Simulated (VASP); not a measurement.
Here is a VASP 6.6.1 calculation.

INCAR

```
PREC     = Accurate       # precision mode
ENCUT    = 520            # plane-wave cutoff, eV
EDIFF    = 1E-7           # SCF threshold, eV
ISMEAR   = 0              # smearing method
SIGMA    = 0.1            # smearing width, eV
LREAL    = F              # projectors in reciprocal space
LASPH    = T              # aspherical terms in the spheres
NELM     = 60             # most SCF steps
ALGO     = Fast           # electronic algorithm
ISIF     = 2              # what is computed and relaxed
LWAVE    = F              # write WAVECAR
LCHARG   = F              # write CHGCAR
GGA      = PE             # functional
NBANDS   = 18             # bands
```

File KPOINTS:

```
Automatic mesh
0
Gamma
  2 2 1
  0 0 0.5
```

The input POSCAR:

```
CuAu
1.0
    2.8412224101      0.0000000000      0.0000000000
    0.0000000000      2.8412224101      0.0000000000
    0.0000000000      0.0000000000      4.1954415382
Cu Au
1 1
Direct
    0.5000000000      0.5000000000      0.5000000000
    0.0000000000      0.0000000000      0.0000000000
```

Potentials or basis: VASP PAW PBE potentials, release 64 (Cu, Au).

Command:

```sh
$ cat potpaw_PBE.64/Cu/POTCAR potpaw_PBE.64/Au/POTCAR > POTCAR
$ mpirun -np 1 vasp_std > vasp.out
```

Question: Predict the pressure.

Answer: 0.0 GPa.

Question: Estimate the band gap on the k mesh.

Answer: Zero (band 11 reaches 11.89 eV, above the bottom of band 12 at 5.18 eV).

Stress tensor (GPa, compression positive):
```
-0.08  0.00  0.00
 0.00 -0.08  0.00
 0.00  0.00  0.24
```

Caveat: the k points lie up to 1.50 Å⁻¹ apart; spin-orbit coupling is left out, which moves the levels of the heavy elements.
